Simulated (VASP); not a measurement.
Here is a VASP 6.6.1 calculation.

Contents of INCAR:

```
SYSTEM = C
PREC = Accurate
ENCUT = 520
EDIFF = 1E-6
ISMEAR = 0
SIGMA = 0.02
LREAL = .FALSE.
LASPH = .TRUE.
NELM = 100
ALGO = Normal
ISIF = 2
LWAVE = .FALSE.
LCHARG = .TRUE.
GGA = PS
LELF = .TRUE.
LVHAR = .TRUE.
NBANDS = 11
```

KPOINTS

```
regular mesh
0
G
  12 12 12
  0 0 0
```

File POSCAR:

```
C
1.0
    0.0000000000      1.7769267971      1.7769267971
    1.7769267971      0.0000000000      1.7769267971
    1.7769267971      1.7769267971      0.0000000000
C
2
Direct
    0.0000000000      0.0000000000      0.0000000000
    0.2500000000      0.2500000000      0.2500000000
```

Potentials or basis: VASP PAW PBE potentials, release 64 (C).

Run with:

```console
$ cat potpaw_PBE.64/C/POTCAR > POTCAR
$ mpirun -np 1 vasp_std > vasp.out
```

Task: Estimate the pressure.

Result: 1.1 GPa.

Task: What does it give for the band gap on the k mesh?

Result: 4.06 eV, indirect (least direct gap 5.57 eV).

Caveat: the PAW data sets were made with another functional, which shifts forces and pressure a little. A k mesh can miss the band edges.
